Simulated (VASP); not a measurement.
# Al16O (a cell with a defect) in VASP: further runs, part 2 of 3

VASP 6.6.1. Earlier steps stand in the parts before.

## Step 4: Single point, PBE

The input, INCAR:

```
  ALGO = Normal
  EDIFF = 1E-6
  ENCUT = 520
  GGA = PE
  ISIF = 2
  ISMEAR = 1
  LASPH = T
  LCHARG = F
  LREAL = Auto
  LWAVE = F
  NBANDS = 41
  NELM = 80
  PREC = Accurate
  SIGMA = 0.1
```

The input, KPOINTS:

```
k-points
0
Gamma
  3 3 3
```

The input, POSCAR:

```
Al16O
1.0
   -4.0389296000      4.0389296000      4.0389296000
    4.0389296000     -4.0389296000      4.0389296000
    4.0389296000      4.0389296000     -4.0389296000
Al O
16 1
Direct
   -0.0200797013     -0.0022666897     -0.0022967719
   -0.0117815869      0.2532178328      0.7523027883
    0.0035024131      0.4984496387      0.4984649893
   -0.0117559613      0.7521458161      0.2530728686
    0.2335633679     -0.0023471565      0.7439411670
    0.2352685226      0.2448000084      0.4986125532
    0.2352891964      0.4986236948      0.2447429388
    0.2335318001      0.7439069995     -0.0024767701
    0.4808852078     -0.0006579714      0.4984432014
    0.4652985286      0.2295384153      0.2294715659
    0.4807802295      0.4984688270     -0.0005964452
    0.4888458566      0.7520712914      0.7520641112
    0.7343558303     -0.0006880536      0.2447828009
    0.7345202303      0.2448919882     -0.0007229638
    0.7344058436      0.4985491701      0.7675673525
    0.7345235728      0.7676197179      0.4984159664
    0.7344770258      0.4985476845      0.4984976713
```

The run is started by

```sh
$ cat potpaw_PBE.64/Al/POTCAR potpaw_PBE.64/O/POTCAR > POTCAR
$ mpirun -np 1 vasp_std > vasp.out
```

It took 2.4 min on 1 thread of Intel Xeon 6975P-C (Granite Rapids), shared host; peak memory 0.4 GiB.

Results (log left out):

* Free energy: -68.7460 eV
* Pressure: 2.8 GPa
* Largest force: 0.011 eV/Å
* Band gap on the k mesh: zero (band 27 reaches 9.35 eV, above the bottom of band 28 at 8.02 eV)

Forces on the atoms (eV/Å):
```
Al   0.000  0.001  0.000
Al  -0.005 -0.001 -0.002
Al  -0.005  0.003  0.003
Al   0.000 -0.004  0.001
Al   0.000  0.002  0.001
Al  -0.003 -0.001  0.003
Al  -0.001  0.006 -0.002
Al   0.002  0.001  0.003
Al   0.002 -0.004 -0.001
Al  -0.008 -0.005 -0.006
Al  -0.001 -0.001  0.000
Al   0.000  0.002  0.003
Al   0.001 -0.002  0.004
Al   0.002  0.002 -0.006
Al   0.006  0.005 -0.004
Al   0.008 -0.004  0.003
O    0.001  0.002  0.001
```

Levels at points of the mesh, in eV from the Fermi level:
| k point | band 25 | band 26 | band 27 | band 28 | band 29 | band 30 |
| --- | --- | --- | --- | --- | --- | --- |
| (0.00, 0.00, 0.00) | 1.23 | 1.23 | 1.23 | 1.23 | 1.27 | 1.27 |

Caveat: the k points lie up to 0.37 Å⁻¹ apart.

## Step 5: Single point, PBE

The input, INCAR:

```
PREC     = Accurate       # precision mode
ENCUT    = 520            # plane-wave cutoff, eV
EDIFF    = 1E-6           # SCF threshold, eV
ISMEAR   = 1              # smearing method
SIGMA    = 0.1            # smearing width, eV
LREAL    = Auto         
LASPH    = True           # aspherical terms in the spheres
NELM     = 100            # most SCF steps
ALGO     = Normal         # electronic algorithm
ISIF     = 2              # what is computed and relaxed
LWAVE    = False          # write WAVECAR
LCHARG   = False          # write CHGCAR
GGA      = PE             # functional
NBANDS   = 41             # bands
```

The input, KPOINTS:

```
regular mesh
0
Gamma
  3 3 3
```

The input, POSCAR:

```
Al16O
1.0
   -4.0389296000      4.0389296000      4.0389296000
    4.0389296000     -4.0389296000      4.0389296000
    4.0389296000      4.0389296000     -4.0389296000
Al O
16 1
Direct
   -0.0154310687     -0.0051034561      0.0048093188
   -0.0153674379      0.2402460791      0.7597324796
   -0.0147910476      0.4728578334      0.5066908074
   -0.0153700376      0.7416956463      0.2367263346
    0.2544327586      0.0099289921      0.7750227932
    0.2382014779      0.2403914146      0.5059994113
    0.2301000740      0.4876387298      0.2523813488
    0.2381040511      0.7412648391      0.0049384372
    0.4839748878     -0.0051024658      0.5060422445
    0.4855564950      0.2420746576      0.2607631487
    0.4852012028      0.4956747699      0.0067329720
    0.4841038824      0.7411781825      0.7598369627
    0.7308011756     -0.0130782176      0.2523313355
    0.7393519560      0.2424283404      0.0071847006
    0.7308354669      0.4874998316      0.7513415188
    0.7151209073      0.7406086009      0.5050499023
    0.9846225099      0.7415577385      0.5056843526
```

Potentials or basis: VASP PAW PBE potentials, release 64 (Al, O).

The run is started by

```sh
$ cat potpaw_PBE.64/Al/POTCAR potpaw_PBE.64/O/POTCAR > POTCAR
$ mpirun -np 1 vasp_std > vasp.out
```

OUTCAR:

```text
PREC = Accurate
   ENCUT = 520
   EDIFF = 1E-6
   ISMEAR = 1
   LREAL = Auto
   LASPH = True
   NELM = 100
   ISIF = 2
   GGA = PE

 ion  position               nearest neighbor table
   1  0.985  0.995  0.005-   4 2.77   2 2.80   7 2.81  14 2.81   5 2.86  16 2.86  12 2.86  10 2.86
                             6 2.86  13 2.86   8 2.90  15 2.90
   2  0.985  0.240  0.760-   3 2.78   1 2.80   7 2.81  14 2.81  16 2.86  11 2.86   5 2.86   9 2.86
                             8 2.86  15 2.86   6 2.90  13 2.90
   3  0.985  0.473  0.507-  17 1.88   6 2.77   2 2.78  13 2.78   8 2.85  12 2.85  15 2.85   7 2.85
                            14 2.86  10 2.86   5 3.07  16 3.07   4 3.08
   4  0.985  0.742  0.237-  17 1.88   1 2.77   8 2.77  15 2.77   6 2.85  13 2.85  14 2.85   9 2.86
[... 834 lines left out ...]
  external PRESSURE =      28.2098009 kB  Pullay stress =       0.0000000 kB

 VOLUME and BASIS-vectors are now :
 -----------------------------------------------------------------------------
  energy-cutoff  :      520.00
  volume of cell :      263.55
      direct lattice vectors                 reciprocal lattice vectors
    -4.038929600  4.038929600  4.038929600     0.000000000  0.123795176  0.123795176
     4.038929600 -4.038929600  4.038929600     0.123795176  0.000000000  0.123795176
     4.038929600  4.038929600 -4.038929600     0.123795176  0.123795176  0.000000000

 POSITION                                       TOTAL-FORCE (eV/Angst)
 -----------------------------------------------------------------------------------
      0.06114     -0.02229      7.97550         0.000480      0.001156      0.000803
      0.06198      6.07503      1.87869        -0.003269     -0.000205      0.003064
     -0.02286      4.11584      3.84254        -0.011689     -0.005811     -0.009439
     -0.02507      1.93732      6.01639        -0.005622     -0.000671     -0.001690
      2.14273      4.11780     -2.06252         0.017551     -0.012463     -0.001471
      2.05254      2.03485     -0.11069        -0.001746      0.002469     -0.000550
[... 9 lines left out ...]
      2.14280      1.93692      3.83973         0.020004      0.002040     -0.002722
      1.06070      3.02414      4.92950        -0.005510      0.012025     -0.003980
 -----------------------------------------------------------------------------------
    total drift:                                0.002382     -0.011450      0.004008

  FREE ENERGIE OF THE ION-ELECTRON SYSTEM (eV)
  ---------------------------------------------------
  free  energy   TOTEN  =       -68.7457656561 eV

  energy  without entropy=      -68.7401067214  energy(sigma->0) =      -68.74387934
```

OSZICAR:

```text
N       E                     dE             d eps       ncg     rms          rms(c)
DAV:   1     0.108438733159E+03    0.10844E+03   -0.19802E+04  1148   0.107E+03
DAV:   2    -0.568588634124E+02   -0.16530E+03   -0.15667E+03  1414   0.159E+02
DAV:   3    -0.705206203147E+02   -0.13662E+02   -0.13463E+02  1438   0.421E+01
DAV:   4    -0.707031815680E+02   -0.18256E+00   -0.18231E+00  1368   0.557E+00
DAV:   5    -0.707052044470E+02   -0.20229E-02   -0.20226E-02  1407   0.656E-01    0.953E+00
DAV:   6    -0.688054929716E+02    0.18997E+01   -0.85610E+00  1443   0.147E+01    0.385E+00
DAV:   7    -0.688178266924E+02   -0.12334E-01   -0.14430E+00  1320   0.513E+00    0.255E+00
DAV:   8    -0.688091191035E+02    0.87076E-02   -0.77720E-01  1629   0.493E+00    0.160E+00
DAV:   9    -0.687377997432E+02    0.71319E-01   -0.36051E-01  1685   0.400E+00    0.313E-01
DAV:  10    -0.687494900178E+02   -0.11690E-01   -0.12491E-01  1290   0.143E+00    0.510E-01
DAV:  11    -0.687471122286E+02    0.23778E-02   -0.57046E-02  1521   0.131E+00    0.302E-01
DAV:  12    -0.687455047196E+02    0.16075E-02   -0.13639E-02  1466   0.681E-01    0.102E-01
DAV:  13    -0.687457997640E+02   -0.29504E-03   -0.25985E-03  1306   0.207E-01    0.428E-02
DAV:  14    -0.687457963985E+02    0.33655E-05   -0.50100E-05  1416   0.289E-02    0.410E-02
DAV:  15    -0.687457625471E+02    0.33851E-04   -0.15020E-04  1418   0.632E-02    0.331E-03
DAV:  16    -0.687457655839E+02   -0.30368E-05   -0.29852E-05  1338   0.238E-02    0.210E-03
DAV:  17    -0.687457656561E+02   -0.72244E-07   -0.11531E-06   895   0.444E-03
   1 F= -.68745766E+02 E0= -.68743879E+02  d E =-.565893E-02
```

stdout:

```text
POSCAR found type information on POSCAR AlO
 POSCAR found :  2 types and      17 ions
 scaLAPACK will be used
 LDA part: xc-table for (Slater+PW92), standard interpolation
 POSCAR, INCAR and KPOINTS ok, starting setup
 FFT: planning ... GRIDC
 FFT: planning ... GRID_SOFT
 FFT: planning ... GRID
 WAVECAR not read
 entering main loop
```

Wall time 2.7 min (1 thread of Intel Xeon 6975P-C (Granite Rapids), shared host); peak memory 0.4 GiB.

Results:

```
Free energy            : -68.7458 eV
Pressure               : 2.8 GPa
Largest force          : 0.022 eV/Å
Band gap on the k mesh : zero (band 27 reaches 9.35 eV, above the bottom of band 28 at 8.02 eV)
```

Forces in eV/Å, atoms in the order of the input:
```
Al   0.000  0.001  0.001
Al  -0.003  0.000  0.003
Al  -0.012 -0.006 -0.009
Al  -0.006 -0.001 -0.002
Al   0.018 -0.012 -0.001
Al  -0.002  0.002 -0.001
Al   0.003 -0.003 -0.001
Al   0.000  0.009  0.001
Al   0.000 -0.002 -0.001
Al  -0.005 -0.004  0.003
Al  -0.004  0.001  0.004
Al   0.000 -0.005  0.001
Al  -0.003  0.003  0.003
Al  -0.002  0.001  0.002
Al   0.000  0.002  0.002
Al   0.020  0.002 -0.003
O   -0.006  0.012 -0.004
```

Caveat: the k points lie up to 0.37 Å⁻¹ apart.

(Continued in part 3 of 3.)
